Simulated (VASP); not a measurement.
Input of a VASP 6.6.1 run:

File INCAR:

```
SYSTEM = MnO
ALGO = Normal
EDIFF = 1E-6
ENCUT = 520
GGA = RP
ISIF = 2
ISMEAR = -1
ISPIN = 2
IVDW = 12
LASPH = .True.
LCHARG = .False.
LDAU = .True.
LDAUJ = 0 0
LDAUL = 2 -1
LDAUPRINT = 1
LDAUTYPE = 2
LDAUU = 2 0
LMAXMIX = 4
LORBIT = 11
LREAL = .False.
LWAVE = .False.
MAGMOM = 4 0
NBANDS = 20
NELM = 150
PREC = Accurate
SIGMA = 0.1
```

The input KPOINTS:

```
k-points
0
Gamma
  10 10 10
  0 0 0
```

The input POSCAR:

```
MnO
1.0
    3.1239718716      0.0000000000      0.0000000000
    1.5619859358      2.7054390015      0.0000000000
    1.5619859358      0.9018130005      2.5507123521
Mn O
1 1
Direct
    0.0000000000      0.0000000000      0.0000000000
    0.5000000000      0.5000000000      0.5000000000
```

Potentials or basis: VASP PAW PBE potentials, release 64 (Mn_pv, O).

The run is started by

```console
$ cat potpaw_PBE.64/Mn_pv/POTCAR potpaw_PBE.64/O/POTCAR > POTCAR
$ mpirun -np 1 vasp_std > vasp.out
```

Estimate the site moments.

Mn +4.56; O +0.19 μB.

What does it give for the net moment?

4.99 μB per cell.

Predict the pressure.

0.4 GPa.

Eigenvalues of the final occupation matrices:
| site | spin | trace | eigenvalues |
| --- | --- | --- | --- |
| site 1 d | 1 | 4.75 | 0.93 0.93 0.94 0.97 0.97 |
| site 1 d | 2 | 0.24 | 0.02 0.02 0.02 0.08 0.08 |

Caveat: the PAW data sets were made with another functional, which shifts forces and pressure a little; a cell with one magnetic atom can't hold antiferromagnetic order, which such compounds often take; pairwise dispersion overbinds metals, which lowers pressure and volume. The state reached can hang on the start; a lower one may exist.
